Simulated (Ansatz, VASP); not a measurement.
**Two plane-wave programs on Al**

INCAR

```
SYSTEM = Al
ALGO = Normal ; EDIFF = 1E-7
ENCUT = 520 ; ISIF = 2
ISMEAR = -1 ; LASPH = .TRUE.
LCHARG = .FALSE. ; LREAL = .FALSE.
LWAVE = .FALSE. ; NBANDS = 8
NELM = 100 ; PREC = Accurate
SIGMA = 0.1
```

KPOINTS

```
k-points
0
G
  22 22 22
  0 0 0
```

The input POSCAR:

```
Al
1.0
    0.0000000000      1.9085270097      1.9085270097
    1.9085270097      0.0000000000      1.9085270097
    1.9085270097      1.9085270097      0.0000000000
Al
1
Direct
    0.0000000000      0.0000000000      0.0000000000
```

Input for Ansatz:

```yaml
crystal:
  lattice:
    - [0.0, 1.9085270094, 1.9085270094]
    - [1.9085270094, 0.0, 1.9085270094]
    - [1.9085270094, 1.9085270094, 0.0]
  atoms:
    - { symbol: Al, position: [0.0, 0.0, 0.0] }
hamiltonian:
  xc: lda
  pseudopotentials:
    kind: paw
    azcp:
      Al: "pseudopotentials/Al.paw.azcp"
basis:
  ecutwfc: 420
  fft_grid_basis: typed
kpoints:
  mp_grid: { grid: [22, 22, 22], shift: [0, 0, 0] }
magnetization:
  spin_polarized: false
scf:
  occupations: { method: fermi_dirac, width: 0.1 }
output:
  stress: true
```

Alike in both runs: task single point; functional LDA; k mesh 22 × 22 × 22; occupations fermi-dirac, width 0.1 eV; no spin polarisation.

```csv
,VASP,Ansatz
version,VASP 6.6.1,Ansatz 0.2.0
potentials or method,"VASP PAW LDA potentials, release 64 (Al), cutoff 520 eV","plane waves (420 eV) with PAW, scalar-relativistic"
valence electrons in the cell,3,3
```

Ansatz gave:

| Property | Result |
| --- | --- |
| pressure (GPa) | 14.4 |

Question: Which values does VASP return?

Answer: Pressure (GPa): 14.6.

Ansatz warns that its potentials were made for another functional, while VASP's fit it. LDA's correlation is that of Perdew and Zunger in VASP and of Perdew and Wang (1992) in Ansatz.
